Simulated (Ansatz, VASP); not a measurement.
**Y: VASP beside Ansatz**

```
Y
1.0
     0.00000    2.52926    2.52926
     2.52926    0.00000    2.52926
     2.52926    2.52926    0.00000
Y
1
Direct
  0.00000 0.00000 0.00000
```

Alike in both runs: functional PBE; k mesh 14 × 14 × 14; occupations fermi-dirac, width 0.05 eV; no spin polarisation.

Ansatz relaxed the structure, and its values are those at the end. VASP's run is a single point on that final structure, the one shown.

|  | VASP | Ansatz |
| --- | --- | --- |
| version | VASP 6.6.1 | Ansatz 0.2.0 |
| potentials or method | VASP PAW PBE potentials, release 64 (Y_sv), cutoff 520 eV | all-electron LAPW, non-relativistic |

|  | VASP | Ansatz | Ansatz less VASP |
| --- | --- | --- | --- |
| pressure (GPa) | 0.0 | 0.0 | -0.02 |

Ansatz ran all-electron here, and VASP with PAW potentials.
